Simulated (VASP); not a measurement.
Input of a VASP 6.6.1 run:

The input INCAR:

```
SYSTEM = MgO
ALGO = Normal
EDIFF = 1E-6
ENCUT = 520
GGA = PS
ISIF = 2
ISMEAR = 0
LASPH = .True.
LCHARG = .False.
LREAL = .False.
LWAVE = .False.
NBANDS = 16
NELM = 80
PREC = Accurate
SIGMA = 0.05
```

Contents of KPOINTS:

```
k-points
0
Gamma
  8 8 6
  0 0 0
```

File POSCAR:

```
MgO
1.0
    0.0000000000     -2.1351500000     -2.1351500000
    0.0000000000      2.1351500000     -2.1351500000
    4.2703000000      0.0000000000      0.0000000000
Mg O
2 2
Direct
    0.5702526755      0.4297473245      0.5000000000
   -0.0702526755      0.0702526755      0.0000000000
    0.4682300731      0.5317699269      0.0000000000
    0.0317699269     -0.0317699269      0.5000000000
```

Potentials or basis: VASP PAW PBE potentials, release 64 (Mg, O).

Command:

```bash
$ cat potpaw_PBE.64/Mg/POTCAR potpaw_PBE.64/O/POTCAR > POTCAR
$ mpirun -np 1 vasp_std > vasp.out
```

Question: What does it give for the band gap on the k mesh?

Answer: 3.96 eV, direct.

Question: What does it give for the pressure?

Answer: -2.9 GPa.

Question: Estimate the largest force.

Answer: 2.302 eV/Å.

Forces on the atoms (eV/Å):
```
Mg   0.000  2.302  0.000
Mg   0.000 -2.302  0.000
O    0.000 -0.443  0.000
O    0.000  0.443  0.000
```

Caveat: the cell differs from its parent crystal (mode 4 (275.8 1/cm) frozen in, largest displacement -0.300 Å); the PAW data sets were made with another functional, which shifts forces and pressure a little.
